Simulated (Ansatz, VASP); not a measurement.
**Two plane-wave programs on TaN**

```
Ta N
1.0
     4.98130    0.00000    0.00000
    -2.49065    4.31393    0.00000
     0.00000    0.00000    2.87805
Ta N
3 3
Direct
  0.33333 0.66667 0.44354
  0.66667 0.33333 0.53858
  0.00000 0.00000 0.01504
  0.38205 0.98276 0.00095
  0.60072 0.61795 0.00095
  0.01724 0.39928 0.00095
```

Alike in both runs: task single point; functional PBEsol; k mesh 9 × 9 × 10; occupations gaussian, width 0.1 eV; no spin polarisation.

|  | VASP | Ansatz |
| --- | --- | --- |
| version | VASP 6.6.1 | Ansatz 0.2.0 |
| potentials or method | VASP PAW PBE potentials, release 64 (Ta_pv, N), cutoff 520 eV | scalar-relativistic, plane waves, PAW |
| valence electrons in the cell | 48 | 54 |

```tsv
	VASP	Ansatz	Ansatz less VASP
gap on the k mesh at the Fermi level (eV)	none	none	-
pressure (GPa)	42.4	40.8	-1.68
traceless stress, the component that is largest in VASP (GPa)	-13.27	-13.09	+0.172
rms of the force components (eV/Å)	2.075	2.041	-0.0338
```

VASP's potentials were made for PBE, not for PBEsol. Atom by atom the forces differ by 0.036 eV/Å (rms over components). A gap of «none» marks a metal or a gap that the smearing closes. Both programs put the cell under a high pressure, so it lies far from rest at this level. With one functional, cell and mesh, what is left measures potentials, basis and numerics. VASP's potentials hold 48 valence electrons a cell and Ansatz's 54, so a difference there can come from the potentials and not from the codes.

Neither program's run includes spin-orbit coupling.
